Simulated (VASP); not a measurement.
Set up this calculation in VASP 6.6.1, as the native input.

| Property | Result |
| --- | --- |
| Task | relaxation of cell and atoms |
| Functional | PBE |
| Potentials or basis | VASP PAW PBE potentials, release 64 (Zn, Si, N) |
| Cutoff | 600 eV |
| k mesh | 6 × 6 × 4 |
| Occupations | gaussian, width 0.1 eV |
| Spin | no spin polarisation |
| Dipole correction | no |
| Further INCAR settings | ALGO = Normal; EDIFF = 1e-07; IBRION = 2; EDIFFG = -0.04; NSW = 90; ISIF = 3 |

The structure of Zn2SiN lies in POSCAR:

```
Zn2SiN
1.0
    3.3094977800      0.0000000000      0.0000000000
   -1.6547488900      2.8661091500      0.0000000000
    0.0000000000      0.0000000000      5.4084807100
Zn Si N
2 1 1
Direct
    0.3333333300      0.6666666700      0.2490769000
    0.6666666700      0.3333333300      0.7509231000
    0.0000000000      0.0000000000      0.5000000000
    0.0000000000      0.0000000000      0.0000000000
```

The cell was generated, and may not be a known phase.

These files were run (other wordings do the same):

INCAR

```
ALGO = Normal
EDIFF = 1E-7
EDIFFG = -0.04
ENCUT = 600
GGA = PE
GGA_COMPAT = F
IBRION = 2
ISIF = 3
ISMEAR = 0
LASPH = T
LCHARG = F
LREAL = F
LWAVE = F
NELM = 120
NELMIN = 4
NSW = 90
PREC = Accurate
SIGMA = 0.1
```

KPOINTS

```
k-points
0
Gamma
  6 6 4
```

Potentials or basis: VASP PAW PBE potentials, release 64 (Zn, Si, N).

Run with:

```bash
$ cat potpaw_PBE.64/Zn/POTCAR potpaw_PBE.64/Si/POTCAR potpaw_PBE.64/N/POTCAR > POTCAR
$ mpirun -np 1 vasp_std > vasp.out
```

It gave:

| Quantity | Value |
| --- | --- |
| Relaxed volume | 13.42 Å³/atom |
| Relaxed cell | a = 3.093 Å, b = 3.093 Å, c = 6.477 Å, α = 90.00°, β = 90.00°, γ = 120.00° |
| Space group after relaxing (to 0.1 Å) | P-3m1 (No. 164) |
| Energy gained by relaxing | 364.0 meV/atom |
| Ionic steps | 20 |
| Pressure after relaxing | -0.2 GPa |
| Largest force after relaxing | 0.035 eV/Å |
| Band gap on the k mesh | zero (an odd number of electrons rules out a gap without spin polarisation) |

Caveat: the k points lie up to 0.39 Å⁻¹ apart in the final cell, too coarse for converged energies and pressures of a metal; a cell axis changed by over 15 % at a fixed basis, so the end point is rough; an odd number of electrons without spin polarisation forces a metal; a magnetic or distorted state may lie lower.

It took 4.8 min on 1 thread of Intel(R) Xeon(R) 6975P-C (Granite Rapids), with other jobs on the host, peak memory 0.2 GiB.
